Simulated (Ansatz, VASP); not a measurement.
# One calculation of Mo, two programs

```xyz
2
Lattice="2.7014 0.0000 0.0000 -1.3507 2.3395 0.0000 0.0000 0.0000 4.8526" Properties=species:S:1:pos:R:3 pbc="T T T"
Mo    0.0000    1.5597    1.2132
Mo    1.3507    0.7798    3.6395
```

Alike in both runs: task single point; functional r2SCAN; k mesh 15 × 15 × 7; occupations fermi-dirac, width 0.1 eV; no spin polarisation.

|  | VASP | Ansatz |
| --- | --- | --- |
| version | VASP 6.6.1 | Ansatz 0.2.0 |
| potentials or method | VASP PAW PBE potentials, release 64 (Mo_sv), cutoff 520 eV | plane waves (500 eV) with PAW, scalar-relativistic |
| valence electrons in the cell | 28 | 28 |

```csv
,VASP,Ansatz,Ansatz less VASP
pressure (GPa),12.2,11.0,-1.20
"traceless stress, the component that is largest in VASP (GPa)",-1.51,-1.31,+0.199
```

VASP's potentials were made for PBE, not for r2SCAN.
